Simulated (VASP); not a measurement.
Set up this calculation in VASP 6.6.1, as the native input.

```yaml
Task: single point
Functional: PBE
Potentials_or_basis: VASP PAW PBE potentials, release 64 (B, P)
Cutoff: 500 eV
k_mesh: 6 × 6 × 4
Occupations: gaussian, width 0.1 eV
Spin: no spin polarisation
Dipole_correction: no
Further_INCAR_settings: ALGO = Normal; EDIFF = 1e-06; NBANDS = 15
```

The structure of B3P lies in POSCAR:

```
B3P
1.0
    3.6269357800      0.0000000000      0.0000000000
   -1.8134678900      3.1410185300      0.0000000000
    0.0000000000      0.0000000000      4.6568137300
B P
3 1
Direct
    0.6666666700      0.3333333300      0.3366267700
    0.6666666700      0.3333333300      0.6633732300
    0.0000000000      0.0000000000      0.0000000000
    0.0000000000      0.0000000000      0.5000000000
```

The cell was built from a structure type or drawn by symmetry, and may not be a known phase.

The input as run:

INCAR

```
SYSTEM = B3P
PREC     = Accurate       ! precision mode
ENCUT    = 500            ! plane-wave cutoff, eV
EDIFF    = 1E-6           ! SCF threshold, eV
ISMEAR   = 0              ! smearing method
SIGMA    = 0.1            ! smearing width, eV
LREAL    = .FALSE.        ! projectors in reciprocal space
LASPH    = .TRUE.         ! aspherical terms in the spheres
NELM     = 120            ! most SCF steps
ALGO     = Normal         ! electronic algorithm
ISIF     = 2              ! what is computed and relaxed
LWAVE    = .FALSE.        ! write WAVECAR
LCHARG   = .TRUE.         ! write CHGCAR
GGA      = PE             ! functional
LELF     = .TRUE.         ! ELF
LVHAR    = .TRUE.       
NBANDS   = 15             ! bands
GGA_COMPAT= .FALSE.
```

KPOINTS

```
regular mesh
0
G
  6 6 4
  0 0 0
```

Potentials or basis: VASP PAW PBE potentials, release 64 (B, P).

The run is started by

```bash
$ cat potpaw_PBE.64/B/POTCAR potpaw_PBE.64/P/POTCAR > POTCAR
$ mpirun -np 1 vasp_std > vasp.out
```

It gave:

The pressure is -12.6 GPa, the largest force is 3.797 eV/Å and the band gap on the k mesh is zero (bands 7 and 8 overlap by 2.38 eV).

Caveat: the cell stands under tension; forces of over 1 eV/Å act on the atoms, so gaps and moduli don't describe the material at rest.

Run time: 18 s on 1 thread of Intel Xeon 8259CL, on a shared host, peak memory 0.17 GiB.
